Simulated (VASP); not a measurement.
Input of a VASP 6.6.1 run:

POSCAR

```
GaAs
1.0
    0.0000000000      2.8334677908      2.8334677908
    2.8334677908      0.0000000000      2.8334677908
    2.8334677908      2.8334677908      0.0000000000
Ga As
1 1
Direct
    0.0000000000      0.0000000000      0.0000000000
    0.7500000000      0.7500000000      0.7500000000
```

The input INCAR.step1:

```
SYSTEM = GaAs
PREC     = Accurate       ! precision mode
ENCUT    = 600            ! plane-wave cutoff, eV
ISMEAR   = 0              ! smearing method
SIGMA    = 0.01           ! smearing width, eV
LREAL    = .FALSE.        ! projectors in reciprocal space
LASPH    = .TRUE.         ! aspherical terms in the spheres
NELM     = 60             ! most SCF steps
GGA      = PE             ! functional
ALGO     = Normal         ! electronic algorithm
EDIFF    = 1E-4           ! SCF threshold, eV
LWAVE    = .TRUE.         ! write WAVECAR
LCHARG   = .FALSE.        ! write CHGCAR
```

Contents of INCAR.step2:

```
SYSTEM = GaAs
PREC     = Accurate       ! precision mode
ENCUT    = 600            ! plane-wave cutoff, eV
EDIFF    = 1E-6           ! SCF threshold, eV
ISMEAR   = 0              ! smearing method
SIGMA    = 0.01           ! smearing width, eV
LREAL    = .FALSE.        ! projectors in reciprocal space
LASPH    = .TRUE.         ! aspherical terms in the spheres
NELM     = 60             ! most SCF steps
ALGO     = Normal         ! electronic algorithm
ISIF     = 3              ! what is computed and relaxed
LWAVE    = .FALSE.        ! write WAVECAR
LCHARG   = .FALSE.        ! write CHGCAR
METAGGA  = R2SCAN         ! meta-GGA
LMIXTAU  = .TRUE.       
IBRION   = 2              ! ionic algorithm
NSW      = 100            ! ionic steps
EDIFFG   = -0.002         ! ionic threshold
PSTRESS  = 100.0        
ISTART   = 1
```

KPOINTS

```
Automatic mesh
0
G
  8 8 8
  0 0 0
```

Potentials or basis: VASP PAW PBE potentials, release 64 (Ga_d, As).

Command:

```console
$ cat potpaw_PBE.64/Ga_d/POTCAR potpaw_PBE.64/As/POTCAR > POTCAR
$ cp INCAR.step1 INCAR
$ mpirun -np 1 vasp_std > vasp.out
$ cp INCAR.step2 INCAR
$ mpirun -np 1 vasp_std > vasp.out
```

**Question.** Predict the relaxed volume.

**Answer.** 20.44 Å³/atom.

**Question.** Estimate the band gap on the k mesh.

**Answer.** 1.55 eV (least direct gap 1.83 eV).

**Question.** What does it give for the space group after relaxing (to 0.1 Å)?

**Answer.** F-43m (No. 216).

Final structure:
```cif
data_structure
_symmetry_space_group_name_H-M 'P 1'
_symmetry_Int_Tables_number 1
_cell_length_a 3.8667
_cell_length_b 3.8667
_cell_length_c 3.8667
_cell_angle_alpha 60.000
_cell_angle_beta 60.000
_cell_angle_gamma 60.000
_cell_volume 40.88
loop_
_atom_site_label
_atom_site_type_symbol
_atom_site_fract_x
_atom_site_fract_y
_atom_site_fract_z
_atom_site_occupancy
Ga1 Ga 0.00000 0.00000 0.00000 1
As1 As 0.75000 0.75000 0.75000 1
```

Caveat: the cell is relaxed towards a set pressure, so the run minimises the enthalpy, not the energy; the PAW data sets were made with another functional, which shifts forces and pressure a little. A k mesh can miss the band edges.
